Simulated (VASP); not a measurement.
Write the native input for VASP 6.6.1 that does the following.

| Quantity | Value |
| --- | --- |
| Task | single point |
| Functional | r2SCAN |
| Potentials or basis | VASP PAW PBE potentials, release 64 (Sb) |
| Cutoff | 520 eV |
| k mesh | 16 × 16 × 16 |
| Occupations | gaussian, width 0.15 eV |
| Spin | no spin polarisation |
| Dipole correction | no |
| Further INCAR settings | ALGO = Normal; EDIFF = 1e-06; NBANDS = 8 |

The system is Sb.

```xyz
1
Lattice="2.8954 0.0000 0.0000 0.0000 2.8954 0.0000 0.0000 0.0000 3.7640" Properties=species:S:1:pos:R:3 pbc="T T T"
Sb    0.0000    0.0000    0.0000
```

This cell differs from its parent crystal: ratio of the length along z to the lengths across it x 1.3, volume and fractional coordinates fixed.

These files were run (other wordings do the same):

POSCAR

```
Sb
1.0
    2.8953826336      0.0000000000      0.0000000000
    0.0000000000      2.8953826336      0.0000000000
    0.0000000000      0.0000000000      3.7639974236
Sb
1
Direct
    0.0000000000      0.0000000000      0.0000000000
```

INCAR.step1

```
PREC = Accurate ; ENCUT = 520
ISMEAR = 0 ; SIGMA = 0.15
LREAL = False ; LASPH = True
NELM = 60 ; NBANDS = 8
GGA = PE ; ALGO = Normal
EDIFF = 1E-4 ; LWAVE = True
LCHARG = False
```

INCAR.step2

```
PREC = Accurate ; ENCUT = 520
EDIFF = 1E-6 ; ISMEAR = 0
SIGMA = 0.15 ; LREAL = False
LASPH = True ; NELM = 60
ALGO = Normal ; ISIF = 2
LWAVE = False ; LCHARG = True
METAGGA = R2SCAN ; LMIXTAU = True
LELF = True ; LVHAR = True
NBANDS = 8 ; ISTART = 1
```

KPOINTS

```
regular mesh
0
Gamma
  16 16 16
```

Potentials or basis: VASP PAW PBE potentials, release 64 (Sb).

Launch:

```console
$ cat potpaw_PBE.64/Sb/POTCAR > POTCAR
$ cp INCAR.step1 INCAR
$ mpirun -np 1 vasp_std > vasp.out
$ cp INCAR.step2 INCAR
$ mpirun -np 1 vasp_std > vasp.out
```

It gave:

```json
{"Pressure": "2.6 GPa"}
```

Caveat: the PAW data sets were made with another functional, which shifts forces and pressure a little.

Wall time 3.2 min on 1 thread of Intel(R) Xeon(R) Platinum 8259CL CPU @ 2.50GHz (Skylake/Cascade Lake) (shared host), peak memory 0.23 GiB.
